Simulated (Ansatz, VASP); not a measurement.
**BaTiO3 in VASP and in Ansatz**

```
Ba Ti O
1.0
     4.00600   -0.06009   -0.06009
    -0.06009    4.00600   -0.06009
    -0.06009   -0.06009    4.00600
Ba Ti O
1 1 3
Direct
  0.50000 0.50000 0.50000
  0.00000 0.00000 0.00000
  0.50000 0.00000 0.00000
  0.00000 0.50000 0.00000
  0.00000 0.00000 0.50000
```

Alike in both runs: task single point; functional PBEsol; k mesh 6 × 6 × 6; occupations gaussian, width 0.05 eV; no spin polarisation.

```csv
,VASP,Ansatz
version,VASP 6.6.1,Ansatz 0.2.0
potentials or method,"VASP PAW PBE potentials, release 64 (Ba_sv, Ti_sv, O), cutoff 520 eV","plane waves, PAW"
valence electrons in the cell,40,40
```

VASP gave:

```
pressure (GPa)                                                : -2.5
traceless stress, the component that is largest in VASP (GPa) : 3.75
```

**Question.** What did Ansatz give for the same quantities?

**Answer.** Pressure (GPa): -4.4; traceless stress, the component that is largest in VASP (GPa): 3.64.

VASP's potentials were made for PBE, not for PBEsol.

Spin-orbit coupling is off throughout.
